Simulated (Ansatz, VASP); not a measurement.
## Two plane-wave programs on Be2CdS2

INCAR

```
PREC = Accurate ; ENCUT = 600
EDIFF = 1E-6 ; ISMEAR = 0
SIGMA = 0.1 ; LREAL = F
LASPH = T ; NELM = 100
ALGO = Normal ; ISIF = 3
LWAVE = F ; LCHARG = F
GGA = PE ; IBRION = 2
NSW = 100 ; EDIFFG = -0.01
```

The input KPOINTS:

```
Automatic mesh
0
Gamma
  12 12 8
```

POSCAR

```
Be2CdS2
1.0
    4.3972341200      0.0000000000      0.0000000000
   -2.1986170600      3.8081164544      0.0000000000
    0.0000000000      0.0000000000      5.2462434436
Be Cd S
2 1 2
Direct
    0.6666666667      0.3333333333      0.2199676941
    0.6666666667      0.3333333333      0.7800323059
    0.0000000000      0.0000000000      0.5000000000
    0.0000000000      0.0000000000      0.0000000000
    0.3333333333      0.6666666667      0.5000000000
```

Input for Ansatz:

```yaml
crystal:
  lattice:
    - [4.39723412, 0.0, 0.0]
    - [-2.19861706, 3.8081164544, 0.0]
    - [0.0, 0.0, 5.2462434436]
  atoms:
    - { symbol: Be, position: [0.6666666667, 0.3333333333, 0.2199676941] }
    - { symbol: Be, position: [0.6666666667, 0.3333333333, 0.7800323059] }
    - { symbol: Cd, position: [0.0, 0.0, 0.5] }
    - { symbol: S, position: [0.0, 0.0, 0.0] }
    - { symbol: S, position: [0.3333333333, 0.6666666667, 0.5] }
basis:
  ecutwfc: 420
kpoints:
  mp_grid: { grid: [12, 12, 8] }
hamiltonian:
  xc: pbe
scf:
  occupations: { method: gaussian, width: 0.1 }
output:
  forces: true
  stress: true
  eigenvalues: true
relax:
  adjacent_minimum: "off"
  f_tol: 0.01
  max_steps: 80
  cell: { stress_tol: 0.05 }
```

Change from the starting cell: species swapped into the Eu2ZnSb2 type (P-6m2, No. 187).

Alike in both runs: task relaxation of cell and atoms; functional PBE; k mesh 12 × 12 × 8; occupations gaussian, width 0.1 eV; no spin polarisation.

```csv
,VASP,Ansatz
version,VASP 6.6.1,Ansatz 0.2.0
potentials or method,"VASP PAW PBE potentials, release 64 (Be, Cd, S), cutoff 600 eV","scalar-relativistic, plane waves, PAW"
valence electrons in the cell,28,36
```

Ansatz gave:

| Property | Result |
| --- | --- |
| gap on the k mesh at the Fermi level, each at its own relaxed structure (eV) | none |
| relaxed volume (Å³/atom) | 17.57 |
| relaxed cell length with the largest relative difference (Å) | 4.397 |

Estimate VASP's values.

gap on the k mesh at the Fermi level, each at its own relaxed structure (eV): none; relaxed volume (Å³/atom): 17.66; relaxed cell length with the largest relative difference (Å): 4.404.

A gap of «none» marks a metal or a gap that the smearing closes. VASP's potentials hold 28 valence electrons a cell and Ansatz's 36, so a difference there can come from the potentials and not from the codes.
